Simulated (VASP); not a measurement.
Here is a VASP 6.6.1 calculation.

INCAR

```
PREC = Accurate
ENCUT = 500
EDIFF = 1E-6
ISMEAR = 0
SIGMA = 0.02
LREAL = F
LASPH = T
NELM = 120
ALGO = Normal
ISIF = 2
LWAVE = F
LCHARG = F
GGA = PS
NBANDS = 14
GGA_COMPAT = F
```

KPOINTS

```
Automatic mesh
0
Gamma
  12 12 12
```

File POSCAR:

```
NaCl
1.0
    0.0000000000      2.3044849919      2.3044849919
    2.3044849919      0.0000000000      2.3044849919
    2.3044849919      2.3044849919      0.0000000000
Na Cl
1 1
Direct
    0.0000000000      0.0000000000      0.0000000000
    0.5000000000      0.5000000000      0.5000000000
```

Potentials or basis: VASP PAW PBE potentials, release 64 (Na_pv, Cl).

Command:

```bash
$ cat potpaw_PBE.64/Na_pv/POTCAR potpaw_PBE.64/Cl/POTCAR > POTCAR
$ mpirun -np 1 vasp_std > vasp.out
```

What does it give for the band gap on the k mesh?

6.21 eV, indirect (least direct gap 7.70 eV).

Estimate the pressure.

61.0 GPa.

Caveat: the PAW data sets were made with another functional, which shifts forces and pressure a little. A k mesh can miss the band edges.
